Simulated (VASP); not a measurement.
## V: single point with LDA

The system is V.

```
CELL_PARAMETERS angstrom
0.00000 1.86553 1.86553
1.86553 0.00000 1.86553
1.86553 1.86553 0.00000
ATOMIC_POSITIONS crystal
V 0.00000 0.00000 0.00000
```

This isn't the form of V at room conditions, which is bcc.

```
Program             : VASP 6.6.1
Task                : single point
Functional          : LDA
Potentials or basis : VASP PAW LDA potentials, release 64 (V_sv)
Cutoff              : 520 eV
k mesh              : 16 × 16 × 16
Occupations         : fermi-dirac, width 0.1 eV
Spin                : no spin polarisation
```

| Property | Result |
| --- | --- |
| Pressure | 0.3 GPa |
| Band gap on the k mesh | zero (an odd number of electrons rules out a gap without spin polarisation) |

Levels at points of the mesh, in eV from the Fermi level:
| k point | band 3 | band 4 | band 5 | band 6 | band 7 | band 8 | band 9 | band 10 |
| --- | --- | --- | --- | --- | --- | --- | --- | --- |
| (0.00, 0.00, 0.00) | -36.90 | -36.90 | -6.93 | 0.14 | 0.14 | 0.14 | 2.02 | 2.02 |
| (0.50, 0.00, 0.00) | -37.03 | -37.03 | -3.53 | -0.02 | -0.02 | 1.08 | 3.34 | 3.34 |
| (0.50, 0.50, 0.00) | -37.26 | -37.26 | -3.79 | -2.88 | 3.29 | 3.70 | 3.70 | 3.81 |

Run time: 33 s on 1 thread of Intel Xeon 8259CL (shared host), peak memory 0.13 GiB.
